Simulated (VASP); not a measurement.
Input of a VASP 6.6.1 run:

INCAR

```
SYSTEM = Si16HC16
PREC = Accurate
ENCUT = 520
EDIFF = 1E-6
ISMEAR = 0
SIGMA = 0.01
LREAL = Auto
LASPH = .TRUE.
NELM = 100
ALGO = Normal
ISIF = 2
LWAVE = .FALSE.
LCHARG = .FALSE.
GGA = PE
NELECT = 128.0
NBANDS = 86
```

File KPOINTS:

```
regular mesh
0
G
  2 2 2
  0 0 0
```

Contents of POSCAR:

```
Si16HC16
1.0
    6.1882403622     -0.0000000001      0.0000000000
   -3.0941201812     -5.3591733584      0.0000000000
    0.0000000000      0.0000000000    -10.1293391982
Si C H
16 16 1
Direct
    0.1638377732      0.3371824079      0.0675772468
    0.6514719538      0.3304985085      0.0763754630
    0.1705025967      0.8495305981      0.0763972324
    0.6630145738      0.8379798284      0.0711847565
    0.8295211466      0.1680029136      0.5671940605
    0.3305345519      0.1704448837      0.5687499535
    0.8298854833      0.6710944993      0.5664153348
    0.3329680953      0.6714494106      0.5671945424
   -0.0044418113      0.5054177158      0.3200886857
    0.4945440610      0.5054403316      0.3194384509
   -0.0044587744      1.0064432415      0.3194406280
    0.4967889624      1.0041993765      0.3216134465
    0.0038005605      0.4971302727      0.7983078477
    0.4985452851      0.5006221063      0.8185702681
    0.0003560688      1.0024321873      0.8185705556
    0.4968006206      1.0041463476      0.8200933954
    0.1608018843      0.3401847145      0.2550641910
    0.6606027961      0.3371281963      0.2608078885
    0.1638535062      0.8403804808      0.2608186467
    0.6627849223      0.8381993263      0.2582646708
    0.8293658777      0.1636498114      0.7567699878
    0.3315277186      0.1694464098      0.7572460590
    0.8329725247      0.6680010121      0.7561684533
    0.3372918842      0.6715810751      0.7567696296
   -0.0023280628      0.0047611283      0.5065078792
    0.4971162471      0.0038580354      0.5078173911
   -0.0025579598      0.5035301392      0.5078432166
    0.4962196463      0.5033070170      0.5065073112
   -0.0034707378      0.0051657722      1.0066487558
    0.4968987383      0.0040727707      1.0079709819
   -0.0099967787      0.5109644673      1.0118891854
    0.4958351305      0.5044715009      1.0066440863
    0.9107940025      0.5905758297     -0.0602439643
```

Potentials or basis: VASP PAW PBE potentials, release 64 (Si, C, H).

Command:

```console
$ cat potpaw_PBE.64/Si/POTCAR potpaw_PBE.64/C/POTCAR potpaw_PBE.64/H/POTCAR > POTCAR
$ mpirun -np 1 vasp_std > vasp.out
```

(1) Estimate the largest force.

Answers

(1) 0.044 eV/Å.

Caveat: the k points lie up to 0.59 Å⁻¹ apart; the cell carries a net charge on a neutralising background, which shifts energy and pressure.
